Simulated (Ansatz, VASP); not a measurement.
H in VASP and in Ansatz

```xyz
2
Lattice="9.0000 0.0000 0.0000 0.0000 9.5000 0.0000 0.0000 0.0000 10.0000" Properties=species:S:1:pos:R:3 pbc="T T T"
H     4.5000    4.7500    4.6174
H     4.5000    4.7500    5.3826
```

Alike in both runs: functional LDA; k mesh 1 × 1 × 1; no spin polarisation.

Ansatz relaxed the structure, and its values are those at the end. VASP's run is a single point on that final structure, the one shown.

```csv
,VASP,Ansatz
version,VASP 6.6.1,Ansatz 0.2.0
potentials or method,"VASP PAW LDA potentials, release 64 (H), cutoff 520 eV","plane waves, PAW"
occupations,"methfessel-paxton of order 1, width 0.02 eV","cold, width 0.02 eV"
valence electrons in the cell,2,2
```

|  | VASP | Ansatz | Ansatz less VASP |
| --- | --- | --- | --- |
| rms of the force components (eV/Å) | 0.009 | 0.000 | -0.0086 |

LDA's correlation is that of Perdew and Zunger in VASP and of Perdew and Wang (1992) in Ansatz. Ansatz's warnings: stress scf threshold loose.
